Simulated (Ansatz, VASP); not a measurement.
## Two plane-wave programs on Na

```
CELL_PARAMETERS angstrom
1.97445 -3.04523 -0.10334
1.97445 3.04523 -0.10334
-1.82713 0.00000 3.14650
ATOMIC_POSITIONS crystal
Na 0.00000 0.00000 0.50000
```

Alike in both runs: functional PBE; k mesh 12 × 12 × 12; occupations gaussian, width 0.1 eV; no spin polarisation.

Ansatz relaxed the structure, and its values are those at the end. VASP's run is a single point on that final structure, the one shown.

|  | VASP | Ansatz |
| --- | --- | --- |
| version | VASP 6.6.1 | Ansatz 0.2.0 |
| potentials or method | VASP PAW PBE potentials, release 64 (Na_pv), cutoff 520 eV | scalar-relativistic, plane waves, PAW |
| valence electrons in the cell | 7 | 9 |

```tsv
	VASP	Ansatz	Ansatz less VASP
gap on the k mesh at the Fermi level (eV)	none	none	-
pressure (GPa)	0.0	0.1	+0.01
```

A gap of «none» marks a metal or a gap that the smearing closes. VASP's potentials hold 7 valence electrons a cell and Ansatz's 9, so a difference there can come from the potentials and not from the codes.
